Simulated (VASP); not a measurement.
# Co (P6_3/mmc) in VASP: further runs, part 2 of 2

VASP 6.6.1.

### 4 Single point, PBE, collinear spin, ferromagnetic start (volume scaled by 1.03, then relaxed in part)

File INCAR:

```
SYSTEM = Co
PREC     = Accurate       ! precision mode
ENCUT    = 520            ! plane-wave cutoff, eV
EDIFF    = 1E-6           ! SCF threshold, eV
ISMEAR   = 0              ! smearing method
SIGMA    = 0.1            ! smearing width, eV
LREAL    = .FALSE.        ! projectors in reciprocal space
LASPH    = .TRUE.         ! aspherical terms in the spheres
NELM     = 150            ! most SCF steps
ALGO     = Normal         ! electronic algorithm
ISIF     = 2              ! what is computed and relaxed
LWAVE    = .FALSE.        ! write WAVECAR
LCHARG   = .TRUE.         ! write CHGCAR
ISPIN    = 2              ! spin polarisation
MAGMOM   = 1.86 1.86      ! initial moments
LORBIT   = 11             ! projections on sites
LMAXMIX  = 4              ! l up to which the mixer works
GGA      = PE             ! functional
LELF     = .TRUE.         ! ELF
LVHAR    = .TRUE.       
NBANDS   = 20             ! bands
```

File KPOINTS:

```
regular mesh
0
G
  21 21 10
  0 0 0
```

File POSCAR:

```
Co
1.0
    2.5184609310      0.0000000000      0.0000000000
   -1.2592304655      2.1810511446      0.0000000000
    0.0000000000      0.0000000000      4.0730020860
Co
2
Direct
    0.3333333333      0.6666666667      0.2500000000
    0.6666666667      0.3333333333      0.7500000000
```

Launch:

```bash
> cat potpaw_PBE.64/Co/POTCAR > POTCAR
> mpirun -np 1 vasp_std > vasp.out
```

It took 1.7 min on 1 thread of Intel Xeon 6975P-C (Granite Rapids), shared host; peak memory 0.28 GiB.

The run converged. Its results:

```
Free energy                                           : -14.0594 eV
Pressure                                              : -6.4 GPa
Net moment                                            : 3.26 μB per cell
Site moments                                          : Co +1.66 μB
Valence electrons inside the program's atomic spheres : Co 8.21
```

Stress tensor (GPa, compression positive):
```
-6.36  0.00  0.00
 0.00 -6.36  0.00
 0.00  0.00 -6.59
```

Levels at points of the mesh, in eV from the Fermi level:
Spin up:
```csv
k point,band 8,band 9,band 10,band 11,band 12,band 13,band 14,band 15
"(0.00, 0.00, 0.00)",-1.93,-1.93,-0.88,-0.88,-0.05,6.09,21.73,23.99
"(0.00, 0.00, 0.50)",-2.62,-1.18,-1.18,-1.18,-1.18,14.68,14.68,22.43
```
Spin down:
```tsv
k point	band 3	band 4	band 5	band 6	band 7	band 8	band 9	band 10	band 11	band 12
(0.00, 0.00, 0.00)	-0.92	-0.89	-0.89	-0.54	-0.54	-0.13	-0.13	-0.13	1.03	1.03
(0.00, 0.00, 0.50)	-1.45	-1.45	-0.95	-0.95	-0.95	-0.95	0.71	0.71	0.71	0.71
```

### 5 Single point, PBE, collinear spin, ferromagnetic start (volume scaled by 1.06, then relaxed in part)

File INCAR:

```
PREC = Accurate
ENCUT = 520
EDIFF = 1E-6
ISMEAR = 0
SIGMA = 0.1
LREAL = False
LASPH = True
NELM = 150
ALGO = Normal
ISIF = 2
LWAVE = False
LCHARG = True
ISPIN = 2
MAGMOM = 1.86 1.86
LORBIT = 11
LMAXMIX = 4
GGA = PE
LELF = True
LVHAR = True
NBANDS = 20
```

File KPOINTS:

```
Automatic mesh
0
Gamma
  21 21 10
```

File POSCAR:

```
Co
1.0
    2.5426783871      0.0000000000      0.0000000000
   -1.2713391935      2.2020240769      0.0000000000
    0.0000000000      0.0000000000      4.1121679703
Co
2
Direct
    0.3333333333      0.6666666667      0.2500000000
    0.6666666667      0.3333333333      0.7500000000
```

Potentials or basis: VASP PAW PBE potentials, release 64 (Co).

Launch:

```bash
> cat potpaw_PBE.64/Co/POTCAR > POTCAR
> mpirun -np 1 vasp_std > vasp.out
```

OUTCAR:

```text
PREC = Accurate
   ENCUT = 520
   EDIFF = 1E-6
   ISMEAR = 0
   LREAL = False
   LASPH = True
   NELM = 150
   ISIF = 2
   ISPIN = 2
   LORBIT = 11
   GGA = PE

 ion  position               nearest neighbor table
   1  0.333  0.667  0.250-   2 2.53   2 2.53   2 2.53   2 2.53   2 2.53   2 2.53
   2  0.667  0.333  0.750-   1 2.53   1 2.53   1 2.53   1 2.53   1 2.53   1 2.53

  LATTYP: Found a hexagonal cell.
 ALAT       =     2.5426783871
 C/A-ratio  =     1.6172583962

  Lattice vectors:

 A1 = (   2.5426783871,   0.0000000000,   0.0000000000)
 A2 = (  -1.2713391935,   2.2020240769,   0.0000000000)
 A3 = (   0.0000000000,   0.0000000000,   4.1121679703)

Analysis of symmetry for initial positions (statically):
=====================================================================
 Subroutine PRICEL returns:
 Original cell was already a primitive cell.

 Routine SETGRP: Setting up the symmetry group for a
 hexagonal supercell.

 Subroutine GETGRP returns: Found 24 space group operations
 (whereof 12 operations were pure point group operations)
 out of a pool of 24 trial point group operations.

The static configuration has the point symmetry D_3d.
 The point group associated with its full space group is D_6h.

Analysis of symmetry for dynamics (positions and initial velocities):
=====================================================================
 Subroutine PRICEL returns:
 Original cell was already a primitive cell.

 Routine SETGRP: Setting up the symmetry group for a
 hexagonal supercell.

 Subroutine GETGRP returns: Found 24 space group operations
 (whereof 12 operations were pure point group operations)
 out of a pool of 24 trial point group operations.

The dynamic configuration has the point symmetry D_3d.
 The point group associated with its full space group is D_6h.

Analysis of structural, dynamic, and magnetic symmetry:
=====================================================================
 Subroutine PRICEL returns:
 Original cell was already a primitive cell.

 Routine SETGRP: Setting up the symmetry group for a
 hexagonal supercell.

 Subroutine GETGRP returns: Found 24 space group operations
 (whereof 12 operations were pure point group operations)
 out of a pool of 24 trial point group operations.

The overall configuration has the point symmetry D_3d.
 The point group associated with its full space group is D_6h.

 Subroutine INISYM returns: Found 24 space group operations
 (whereof 12 operations are pure point group operations),
 and found     1 'primitive' translations

----------------------------------------------------------------------------------------

                                     Primitive cell

  volume of cell :      23.0242

  direct lattice vectors                    reciprocal lattice vectors
     2.542678387  0.000000000  0.000000000     0.393286074  0.227063821  0.000000000
    -1.271339194  2.202024077  0.000000000     0.000000000  0.454127641  0.000000000
     0.000000000  0.000000000  4.112167970     0.000000000  0.000000000  0.243180728

  length of vectors
     2.542678387  2.542678387  4.112167970     0.454127641  0.454127641  0.243180728

  position of ions in fractional coordinates (direct lattice)
     0.333333333  0.666666667  0.250000000
     0.666666667  0.333333333  0.750000000

  ion indices of the primitive-cell ions
   primitive index   ion index
                 1           1
[... 68 lines left out ...]
   LNONCOLLINEAR =      F non collinear calculations
   LSORBIT =      F    spin-orbit coupling
   LASPH  =      T    aspherical Exc in radial PAW
   ENCUT  =  520.0 eV  38.22 Ry    6.18 a.u.   4.73  4.73  7.65*2*pi/ulx,y,z
   NELM   =    150;   NELMIN=  2; NELMDL= -5     # of ELM steps
   EDIFF  = 0.1E-05   stopping-criterion for ELM
   LREAL  =      F    real-space projection
   EDIFFG = 0.1E-04   stopping-criterion for IOM
   NSW    =      0    number of steps for IOM
   IBRION =     -1    ionic relax: 0-MD 1-quasi-New 2-CG
   NFREE  =      0    steps in history (QN), initial steepest desc. (CG)
   ISIF   =      2    stress and relaxation
   ISYM   =      2    0-nonsym 1-usesym 2-fastsym
   POTIM  = 0.5000    time-step for ionic-motion
   TEBEG  =    0.0;   TEEND  =   0.0 temperature during run
   PSTRESS=    0.0 pullay stress
   NELECT =      18.0000    total number of electrons
   NUPDOWN=      -1.0000    fix difference up-down
   EMIN   =  10.00;   EMAX   =-10.00  energy-range for DOS
   EFERMI =   0.00;   METHOD = LEGACY
   ISMEAR =     0;   SIGMA  =   0.10  broadening in eV -4-tet -1-fermi 0-gaus
   EFERMI_NEDOS =   21; number of points for ismear=-14 and -15
   IALGO  =     38    algorithm
   IMIX   =      4    mixing-type and parameters
     AMIX     =   0.40;   BMIX     =  1.00
     AMIX_MAG =   1.60;   BMIX_MAG =  1.00
  volume/ion in A,a.u.               =      11.51        77.69
  Fermi-wavevector in a.u.,A,eV,Ry     =   1.508126  2.849944 30.945679  2.274443
  Thomas-Fermi vector in A             =   2.618621
   LORBIT       =     11    0 simple, 1 ext, 2 COOP (PROOUT), +10 PAW based schemes
   GGA     = PE    functional components
   LHFCALC =     F    Hartree Fock is set to
   AEXX    =    0.0000 exact exchange contribution
   IVDW    =     0    specifies the selected vdW correction
   LEPSILON=     F    determine dielectric tensor
   LRPA    =     F    only Hartree local field effects (RPA)
 spin polarized calculation
 Gauss-broadening in eV      SIGMA  =   0.10
  energy-cutoff  :      520.00
  volume of cell :       23.02
 maximum number of plane-waves:       646
 NGX is ok and might be reduce to    20
   NGX =  9   NGY =  9   NGZ = 15

 number of electron      18.0000007 magnetization       3.3044970

 Free energy of the ion-electron system (eV)
  ---------------------------------------------------
  ext. energy  EPLUGINS =         0.00000000
  ---------------------------------------------------
  free energy    TOTEN  =       -14.02352165 eV

  energy without entropy =      -14.01462051  energy(sigma->0) =      -14.01907108

 E-fermi :   9.4381     XC(G=0): -13.0595

 val. band max:        9.4375048693   @ k =   0.4286   0.0000   0.2000
 cond. band min:       9.4422444936   @ k =   0.2381  -0.0000   0.0000
 fundamental gap:      0.0047396243
 Fermi energy:         9.4380628480

 spin component 1

 k-point     1 :       0.0000    0.0000    0.0000
  band No.  band energies     occupation
      1       0.8813      1.00000
      2       4.5745      1.00000
      3       6.8966      1.00000
      4       6.9169      1.00000
      5       6.9169      1.00000
      6       7.1976      1.00000
[... 541 lines left out ...]
     19      33.4792      0.00000
     20      34.2991      0.00000

 [... further k-points ...]

 spin component 2

 k-point     1 :       0.0000    0.0000    0.0000
  band No.  band energies     occupation
      1       0.8601      1.00000
      2       5.5408      1.00000
      3       8.5695      1.00000
      4       8.6006      1.00000
      5       8.6006      1.00000
      6       8.9343      1.00000
[... 541 lines left out ...]
     19      33.6913      0.00000
     20      34.7102      0.00000

 [... further k-points ...]

------------------------ aborting loop because EDIFF is reached ----------------------------------------

  FORCE on cell =-STRESS in cart. coord.  units (eV):
  Direction    XX          YY          ZZ          XY          YZ          ZX
  --------------------------------------------------------------------------------------
  -------------------------------------------------------------------------------------
  Total       -1.6024955     -1.6024955     -1.6404069     -0.0000000      0.0000000      0.0000000
  in kB     -111.5123767   -111.5123767   -114.1505028     -0.0000000      0.0000000      0.0000000
  external PRESSURE =    -112.3917520 kB  Pullay stress =       0.0000000 kB

 VOLUME and BASIS-vectors are now :
 -----------------------------------------------------------------------------
  energy-cutoff  :      520.00
  volume of cell :       23.02
      direct lattice vectors                 reciprocal lattice vectors
     2.542678387  0.000000000  0.000000000     0.393286074  0.227063821  0.000000000
    -1.271339194  2.202024077  0.000000000     0.000000000  0.454127641  0.000000000
     0.000000000  0.000000000  4.112167970     0.000000000  0.000000000  0.243180728

 POSITION                                       TOTAL-FORCE (eV/Angst)
 -----------------------------------------------------------------------------------
     -0.00000      1.46802      1.02804         0.000000      0.000000      0.000000
      1.27134      0.73401      3.08413        -0.000000      0.000000      0.000000
 -----------------------------------------------------------------------------------
    total drift:                               -0.000000      0.000000     -0.000000

  FREE ENERGIE OF THE ION-ELECTRON SYSTEM (eV)
  ---------------------------------------------------
  free  energy   TOTEN  =       -14.0235216517 eV

  energy  without entropy=      -14.0146205110  energy(sigma->0) =      -14.01907108

 total charge

# of ion       s       p       d       tot
------------------------------------------
    1        0.465   0.473   7.226   8.163
    2        0.465   0.473   7.226   8.163
--------------------------------------------------
tot          0.930   0.945  14.452  16.327

 magnetization (x)

# of ion       s       p       d       tot
------------------------------------------
    1       -0.014  -0.054   1.753   1.685
    2       -0.014  -0.054   1.753   1.685
--------------------------------------------------
tot         -0.028  -0.108   3.506   3.370
```

stdout:

```text
POSCAR found type information on POSCAR Co
 POSCAR found :  1 types and       2 ions
 scaLAPACK will be used
 LDA part: xc-table for (Slater+PW92), standard interpolation
 POSCAR, INCAR and KPOINTS ok, starting setup
 FFT: planning ... GRIDC
 FFT: planning ... GRID_SOFT
 FFT: planning ... GRID
 WAVECAR not read
 entering main loop
```

Wall time 100 s (1 thread of Intel Xeon 6975P-C (Granite Rapids), shared host); peak memory 0.29 GiB.

Results:

- Free energy: -14.0235 eV
- Pressure: -11.2 GPa
- Net moment: 3.30 μB per cell
- Site moments: Co +1.69 μB
- Valence electrons inside the program's atomic spheres: Co 8.16

Stress tensor (GPa, compression positive):
```
-11.15   0.00   0.00
  0.00 -11.15   0.00
  0.00   0.00 -11.42
```

### 6 Single point, PBE, collinear spin, ferromagnetic start (volume scaled by 1.10, then relaxed in part)

File INCAR:

```
SYSTEM = Co
PREC     = Accurate       ! precision mode
ENCUT    = 520            ! plane-wave cutoff, eV
EDIFF    = 1E-6           ! SCF threshold, eV
ISMEAR   = 0              ! smearing method
SIGMA    = 0.1            ! smearing width, eV
LREAL    = .FALSE.        ! projectors in reciprocal space
LASPH    = .TRUE.         ! aspherical terms in the spheres
NELM     = 150            ! most SCF steps
ALGO     = Normal         ! electronic algorithm
ISIF     = 2              ! what is computed and relaxed
LWAVE    = .FALSE.        ! write WAVECAR
LCHARG   = .FALSE.        ! write CHGCAR
ISPIN    = 2              ! spin polarisation
MAGMOM   = 1.86 1.86      ! initial moments
LORBIT   = 11             ! projections on sites
LMAXMIX  = 4              ! l up to which the mixer works
GGA      = PE             ! functional
NBANDS   = 20             ! bands
```

File KPOINTS:

```
regular mesh
0
G
  21 21 10
  0 0 0
```

File POSCAR:

```
Co
1.0
    2.5742676840      0.0000000000      0.0000000000
   -1.2871338420      2.2293812105      0.0000000000
    0.0000000000      0.0000000000      4.1632560260
Co
2
Direct
    0.3333333333      0.6666666667      0.2500000000
    0.6666666667      0.3333333333      0.7500000000
```

Potentials or basis: VASP PAW PBE potentials, release 64 (Co).

Launch:

```bash
> cat potpaw_PBE.64/Co/POTCAR > POTCAR
> mpirun -np 1 vasp_std > vasp.out
```

It took 96 s on 1 thread of Intel Xeon 6975P-C (Granite Rapids), shared host; peak memory 0.29 GiB.

The run converged. Its results:

- Free energy: -13.9480 eV
- Pressure: -16.5 GPa
- Net moment: 3.34 μB per cell
- Site moments: Co +1.71 μB
- Valence electrons inside the program's atomic spheres: Co 8.10

Stress tensor (GPa, compression positive):
```
-16.48   0.00   0.00
  0.00 -16.48   0.00
  0.00   0.00 -16.64
```

Levels at points of the mesh, in eV from the Fermi level:
Spin up:
```
           k point  band 7  band 8  band 9  band 10  band 11  band 12  band 13  band 14  band 15  band 16
(0.00, 0.00, 0.00)   -2.22   -1.93   -1.93    -0.99    -0.99    -0.01     5.53    21.16    22.81    22.81
(0.00, 0.00, 0.50)   -2.55   -2.55   -1.26    -1.26    -1.26    -1.26    13.95    13.95    21.83    21.83
```
Spin down:
| k point | band 3 | band 4 | band 5 | band 6 | band 7 | band 8 | band 9 | band 10 | band 11 | band 12 |
| --- | --- | --- | --- | --- | --- | --- | --- | --- | --- | --- |
| (0.00, 0.00, 0.00) | -0.81 | -0.78 | -0.78 | -0.47 | -0.47 | -0.11 | -0.10 | -0.10 | 0.96 | 0.96 |
| (0.00, 0.00, 0.50) | -1.30 | -1.30 | -0.84 | -0.84 | -0.84 | -0.84 | 0.67 | 0.67 | 0.67 | 0.67 |

### 7 Overview

| task | spin | cell | cutoff (eV) | gap on the mesh (eV) | pressure (GPa) | moment (μB) |
| --- | --- | --- | --- | --- | --- | --- |
| single point | off | a = 2.455, b = 2.455, c = 3.959 Å, angles 90.0, 90.0, 120.0°, 2 atoms | 520 | none | -0.7 | - |
| relaxation of cell and atoms | off | relaxed from a = 2.452, b = 2.452, c = 3.967 Å, angles 90.0, 90.0, 120.0°, 2 atoms | 600 | none | 0.0 | - |
| single point | collinear, ferromagnetic start | a = 2.518, b = 2.518, c = 4.073 Å, angles 90.0, 90.0, 120.0°, 2 atoms | 520 | none | -6.4 | 3.26 |
| single point | collinear, ferromagnetic start | a = 2.543, b = 2.543, c = 4.112 Å, angles 90.0, 90.0, 120.0°, 2 atoms | 520 | none | -11.2 | 3.30 |
| single point | collinear, ferromagnetic start | a = 2.574, b = 2.574, c = 4.163 Å, angles 90.0, 90.0, 120.0°, 2 atoms | 520 | none | -16.5 | 3.34 |

Alike in all rows: level PBE; potentials or basis VASP PAW PBE potentials, release 64 (Co); k mesh 21 × 21 × 10; smearing gaussian 0.1 eV.

Absolute energies hang on the potentials; compare differences alone.
